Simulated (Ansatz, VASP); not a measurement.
## Al2O3: VASP beside Ansatz

File INCAR:

```
ALGO = Normal ; EDIFF = 1E-6
ENCUT = 520 ; GGA = PE
ISIF = 2 ; ISMEAR = 0
IVDW = 12 ; LASPH = T
LCHARG = F ; LREAL = F
LWAVE = F ; NBANDS = 20
NELM = 100 ; PREC = Accurate
SIGMA = 0.05
```

File KPOINTS:

```
k-points
0
Gamma
  9 9 4
```

File POSCAR:

```
Al2O3
1.0
    2.8672039189      0.0000000000      0.0000000000
   -1.4336019595      2.4830714316      0.0000000000
    0.0000000000      0.0000000000      7.9529000000
Al O
2 3
Direct
    0.0000000000      0.0000000000      0.1907358529
    0.0000000000      0.0000000000      0.8092641471
    0.3333333333      0.6666666667      0.2840924954
    0.6666666667      0.3333333333      0.0000000000
    0.3333333333      0.6666666667      0.7159075046
```

Input for Ansatz:

```yaml
crystal:
  lattice:
    - [2.8672039189, 0.0, 0.0]
    - [-1.4336019595, 2.4830714316, 0.0]
    - [0.0, 0.0, 7.9529]
  atoms:
    - { symbol: Al, position: [0.0, 0.0, 0.1907358529] }
    - { symbol: Al, position: [0.0, 0.0, 0.8092641471] }
    - { symbol: O, position: [0.3333333333, 0.6666666667, 0.2840924954] }
    - { symbol: O, position: [0.6666666667, 0.3333333333, 0.0] }
    - { symbol: O, position: [0.3333333333, 0.6666666667, 0.7159075046] }
basis:
  ecutwfc: 520.0
kpoints:
  mp_grid: { grid: [9, 9, 4] }
hamiltonian:
  xc: pbe
  pseudopotentials: { kind: paw, azcp: { folder: soft_1 } }
  dispersion: d3bj
scf:
  occupations: { method: gaussian, width: 0.05 }
output:
  forces: true
  stress: true
  eigenvalues: true
```

Alike in both runs: task single point; functional PBE; dispersion D3(BJ); k mesh 9 × 9 × 4; occupations gaussian, width 0.05 eV; no spin polarisation.

|  | VASP | Ansatz |
| --- | --- | --- |
| version | VASP 6.6.1 | Ansatz 0.2.0 |
| potentials or method | VASP PAW PBE potentials, release 64 (Al, O), cutoff 520 eV | scalar-relativistic, plane waves, PAW |
| valence electrons in the cell | 24 | 24 |

|  | VASP | Ansatz | Ansatz less VASP |
| --- | --- | --- | --- |
| gap on the k mesh at the Fermi level (eV) | 4.31 | 4.30 | -0.002 |
| least direct gap on the mesh (eV) | 4.31 | 4.30 | -0.002 |
| pressure (GPa) | -9.0 | -9.0 | -0.01 |
| traceless stress, the component that is largest in VASP (GPa) | -12.65 | -12.42 | +0.228 |
| rms of the force components (eV/Å) | 0.480 | 0.479 | -0.0011 |

Atom by atom the forces differ by 0.017 eV/Å (rms over components).
